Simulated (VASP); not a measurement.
The system is CO2.

```xyz
6
Lattice="4.1926 0.0000 0.0000 0.0000 4.1926 0.0000 0.0000 0.0000 4.6051" Properties=species:S:1:pos:R:3 pbc="T T T"
C     2.0963    2.0963    2.3026
C     0.0000    0.0000    0.0000
O     1.2757    2.9169    2.3026
O     2.9169    1.2757    2.3026
O     0.8206    0.8206    0.0000
O     3.3719    3.3719    0.0000
```

Program: VASP 6.6.1. Alike in all runs: task single point; no spin polarisation; cell as given; k mesh 6 × 6 × 6; cutoff (eV) 520.

**Question.** Order these runs on this cell by their band gap on the k mesh, lowest first.
A. level r2SCAN; potentials or basis VASP PAW PBE potentials, release 64 (C, O); smearing gaussian 0.01 eV
B. level PBE; potentials or basis VASP PAW PBE potentials, release 64 (C, O); smearing fermi-dirac 0.02 eV
C. level LDA; potentials or basis VASP PAW LDA potentials, release 64 (C, O); smearing gaussian 0.01 eV

**Answer.** C (6.36 eV), B (6.66 eV), A (7.25 eV).

Caveats: forces of over 1 eV/Å act on the atoms, so gaps and moduli don't describe the material at rest (at least some runs).

A k mesh can miss the band edges.
